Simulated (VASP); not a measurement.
MnS, 2 atoms in the cell. It takes space group F-43m (No. 216, cubic). Conventional cell: a = 5.600 Å, b = 5.600 Å, c = 5.600 Å, α = 90.00°, β = 90.00°, γ = 90.00°. Mn (site symmetry -43m) has 4 S at 2.42 Å within 3.2 Å. Within 3.2 Å of S (site symmetry -43m) lie 4 Mn at 2.42 Å. 

| Quantity | Value |
| --- | --- |
| Program | VASP 6.6.1 |
| Task | single point |
| Functional | PBE |
| Potentials or basis | VASP PAW PBE potentials, release 64 (Mn_pv, S) |
| Cutoff | 520 eV |
| k mesh | 6 × 6 × 6 |
| Occupations | gaussian, width 0.05 eV |
| Spin | collinear spin, ferrimagnetic start |
| Starting moments | [4.51, -0.05] μB |
| Fixed moment | 4.5 μB |
| Hubbard terms | Mn d U = 3.0 eV |
| Dipole correction | no |
| Further INCAR settings | ALGO = Normal; EDIFF = 1e-06; NBANDS = 20 |

Potentials or basis: VASP PAW PBE potentials, release 64 (Mn_pv, S).

Command:

```console
$ cat potpaw_PBE.64/Mn_pv/POTCAR potpaw_PBE.64/S/POTCAR > POTCAR
$ mpirun -np 1 vasp_std > vasp.out
```

Hardware: 1 thread of Intel(R) Xeon(R) 6975P-C (Granite Rapids) (shared host).

Question: How long does it take, and how much memory?

Answer: Wall time 16 s on 1 thread of Intel(R) Xeon(R) 6975P-C (Granite Rapids), on a shared host, peak memory 0.19 GiB. Counts: scf iterations 15, k points 16.
